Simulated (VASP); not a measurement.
KCl (vib):

```
K Cl
1.0
     0.00000    3.13410    3.13410
     3.13410    0.00000    3.13410
     3.13410    3.13410    0.00000
K Cl
1 1
Direct
  0.00000 0.00000 0.00000
  0.50000 0.50000 0.50000
```

* Program: VASP 6.6.1
* Task: relaxation of cell and atoms
* Functional: LDA
* Potentials or basis: VASP PAW LDA potentials, release 64 (K_sv, Cl)
* Cutoff: 500 eV
* k mesh: 6 × 6 × 6
* Occupations: gaussian, width 0.02 eV
* Spin: no spin polarisation

At the start: pressure -1.8 GPa; volume 30.78 Å³/atom.

Question: How do energy, volume and symmetry change on relaxing?

Answer: Over 4 steps the energy falls by 15.8 meV/atom and the volume is 28.15 Å³/atom (-8.6 %); space group Fm-3m (No. 225, to 0.05 Å).

Step by step:
```csv
step,energy change (eV),largest force (eV/Å),pressure (GPa),volume (Å³)
1,0.0000,0.0000,-1.76,61.57
2,-0.0249,0.0000,-0.89,58.61
3,-0.0315,0.0000,-0.08,56.49
4,-0.0316,0.0000,0.00,56.30
```

Final structure:
```yaml
crystal:
  lattice:
    - [0.00000, 3.04194, 3.04194]
    - [3.04194, 0.00000, 3.04194]
    - [3.04194, 3.04194, 0.00000]
  atoms:
    - { symbol: K, position: [0.00000, 0.00000, 0.00000] }
    - { symbol: Cl, position: [0.50000, 0.50000, 0.50000] }
```
